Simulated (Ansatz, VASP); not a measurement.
# In3Se in VASP and in Ansatz

```
In Se
1.0
     4.70081    0.00000    0.00000
     0.00000    4.70081    0.00000
     0.00000    0.00000    4.70081
In Se
3 1
Direct
  0.00000 0.50000 0.50000
  0.50000 0.00000 0.50000
  0.50000 0.50000 0.00000
  0.00000 0.00000 0.00000
```

Alike in both runs: task single point; functional PBE; dispersion D3(BJ); k mesh 10 × 10 × 10; occupations gaussian, width 0.15 eV; no spin polarisation.

```csv
,VASP,Ansatz
version,VASP 6.6.1,Ansatz 0.2.0
potentials or method,"VASP PAW PBE potentials, release 64 (In_d, Se), cutoff 520 eV","scalar-relativistic, plane waves, PAW"
valence electrons in the cell,45,55
```

```csv
,VASP,Ansatz,Ansatz less VASP
gap on the k mesh at the Fermi level (eV),none,none,-
pressure (GPa),0.0,0.0,+0.01
```

A gap of «none» marks a metal or a gap that the smearing closes. VASP's potentials hold 45 valence electrons a cell and Ansatz's 55, so a difference there can come from the potentials and not from the codes.
